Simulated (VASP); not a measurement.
Crystal: BaTe.

```
CELL_PARAMETERS angstrom
4.98693 -0.01510 0.06338
-2.50655 4.35964 -0.03446
0.21548 -0.01090 16.65441
ATOMIC_POSITIONS crystal
Ba 0.69083 0.30443 0.87583
Ba 0.33960 0.64510 0.11505
Ba 0.30611 0.64690 0.36887
Ba 0.71505 0.44158 0.62691
Te 0.02306 0.03816 0.01331
Te 0.96465 0.99786 0.51603
Te 0.64527 0.32066 0.25277
Te 0.31543 0.60531 0.73124
```

| Quantity | Value |
| --- | --- |
| Program | VASP 6.6.1 |
| Task | relaxation of cell and atoms |
| Functional | PBE |
| Potentials or basis | VASP PAW PBE potentials, release 64 (Ba_sv, Te) |
| Cutoff | 600 eV |
| k mesh | 3 × 3 × 1 |
| Occupations | gaussian, width 0.1 eV |
| Spin | no spin polarisation |

At the start: pressure 1.5 GPa; volume 45.17 Å³/atom.

Question: How do energy, volume and symmetry change on relaxing?

Answer: Over 24 steps the energy falls by 178.9 meV/atom and the volume is 45.05 Å³/atom (-0.3 %); space group P1 (No. 1, to 0.1 Å) before, P6_3/mmc (No. 194, to 0.1 Å).

Step by step:
| step | energy change (eV) | largest force (eV/Å) | pressure (GPa) | volume (Å³) |
| --- | --- | --- | --- | --- |
| 1 | 0.0000 | 2.6799 | 1.50 | 361.40 |
| 2 | -0.7568 | 1.3094 | -0.84 | 383.87 |
| 3 | -0.8491 | 0.8643 | -1.70 | 396.12 |
| 4 | -1.1945 | 0.5065 | -0.54 | 372.40 |
| 5 | -1.2573 | 0.4222 | 0.43 | 358.39 |
| 6 | -1.3178 | 0.3252 | 0.16 | 360.58 |
| 7 | -1.3481 | 0.2756 | -0.15 | 363.74 |
| 8 | -1.3775 | 0.2019 | 0.02 | 361.00 |
| 9 | -1.3891 | 0.1775 | 0.25 | 357.82 |
| 10 | -1.4022 | 0.1602 | -0.19 | 363.27 |
| 11 | -1.4022 | 0.1593 | -0.22 | 363.59 |
| 12 | -1.4158 | 0.1130 | -0.05 | 361.17 |
| 13 | -1.4188 | 0.0971 | 0.08 | 359.37 |
| 14 | -1.4234 | 0.0758 | -0.06 | 361.12 |
| 15 | -1.4237 | 0.0791 | -0.10 | 361.61 |
| 16 | -1.4263 | 0.0743 | 0.09 | 359.10 |
| 17 | -1.4263 | 0.0742 | 0.09 | 359.06 |
| 18 | -1.4288 | 0.0358 | 0.01 | 360.08 |
| 19 | -1.4291 | 0.0393 | -0.03 | 360.64 |
| 20 | -1.4299 | 0.0374 | 0.03 | 359.79 |
| 21 | -1.4300 | 0.0365 | 0.06 | 359.39 |
| 22 | -1.4306 | 0.0318 | 0.03 | 359.85 |
| 23 | -1.4310 | 0.0247 | -0.05 | 360.83 |
| 24 | -1.4315 | 0.0216 | -0.02 | 360.42 |

Final structure:
```
CELL_PARAMETERS angstrom
4.98075 -0.00075 -0.00024
-2.49152 4.30463 0.00022
0.00644 0.00141 16.81165
ATOMIC_POSITIONS crystal
Ba 0.66782 0.33281 0.87699
Ba 0.33262 0.66330 0.12273
Ba 0.33391 0.67009 0.37731
Ba 0.66542 0.33443 0.62269
Te 0.00054 0.99810 0.99975
Te 0.99997 0.00308 0.49998
Te 0.66723 0.33324 0.25038
Te 0.33249 0.66495 0.75017
```

Caveat: the k points lie up to 0.49 Å⁻¹ apart in the final cell.
